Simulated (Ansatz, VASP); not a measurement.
# WS2 in VASP and in Ansatz

File INCAR:

```
ALGO = Normal ; EDIFF = 1E-7
EDIFFG = -0.01 ; ENCUT = 600
GGA = PS ; IBRION = 2
ISIF = 3 ; ISMEAR = -1
LASPH = T ; LCHARG = F
LREAL = F ; LWAVE = F
NELM = 80 ; NSW = 60
PREC = Accurate ; SIGMA = 0.05
```

The input KPOINTS:

```
k-points
0
Gamma
  10 10 2
```

POSCAR

```
WS2
1.0
    3.1832085602      0.0000000000      0.0000000000
   -1.5916042801      2.7567394786      0.0000000000
    0.0000000000      0.0000000000     23.6687632500
W S
2 4
Direct
    0.6666666667      0.3333333333      0.3626824600
    0.3333333333      0.6666666667      0.6373175400
    0.6666666667      0.3333333333      0.7031838900
    0.3333333333      0.6666666667      0.4285581700
    0.6666666667      0.3333333333      0.5714418300
    0.3333333333      0.6666666667      0.2968161100
```

File input.yaml:

```yaml
crystal:
  lattice:
    - [3.1832085602, 0.0, 0.0]
    - [-1.5916042801, 2.7567394786, 0.0]
    - [0.0, 0.0, 23.66876325]
  atoms:
    - { symbol: W, position: [0.6666666667, 0.3333333333, 0.36268246] }
    - { symbol: W, position: [0.3333333333, 0.6666666667, 0.63731754] }
    - { symbol: S, position: [0.6666666667, 0.3333333333, 0.70318389] }
    - { symbol: S, position: [0.3333333333, 0.6666666667, 0.42855817] }
    - { symbol: S, position: [0.6666666667, 0.3333333333, 0.57144183] }
    - { symbol: S, position: [0.3333333333, 0.6666666667, 0.29681611] }
hamiltonian:
  xc: pbesol
  pseudopotentials: { kind: paw }
kpoints:
  mp_grid: { grid: [10, 10, 2] }
scf:
  occupations: { method: fermi_dirac, width: 0.05 }
output:
  forces: true
  stress: true
  eigenvalues: true
  write_density: true
  write_potential: true
  elf: true
  volumetric_format: npy
relax:
  f_tol: 0.01
  max_steps: 40
  cell: { stress_tol: 0.05 }
```

Alike in both runs: task relaxation of cell and atoms; functional PBEsol; k mesh 10 × 10 × 2; occupations fermi-dirac, width 0.05 eV; no spin polarisation.

|  | VASP | Ansatz |
| --- | --- | --- |
| version | VASP 6.6.1 | Ansatz 0.2.0 |
| potentials or method | VASP PAW PBE potentials, release 64 (W_sv, S) | Ansatz PAW |
| plane-wave cutoff (eV) | 600 | 420 |
| valence electrons in the cell | 52 | 52 |

VASP gave:

```
gap on the k mesh at the Fermi level, each at its own relaxed structure (eV)  : 1.62
relaxed volume (Å³/atom)                                                      : 33.14
relaxed length of the cell vector where the two differ most in proportion (Å) : 23.188
```

Problem. What did Ansatz give for the same quantities?

Solution. gap on the k mesh at the Fermi level, each at its own relaxed structure (eV): 1.61; relaxed volume (Å³/atom): 33.67; relaxed length of the cell vector where the two differ most in proportion (Å): 23.567.

VASP's potentials were made for PBE, not for PBEsol.

Spin-orbit coupling is off throughout. Noted on Ansatz's run: the plane-wave basis is chosen anew once the cell has moved, so the energies of steps on either side of that aren't comparable.
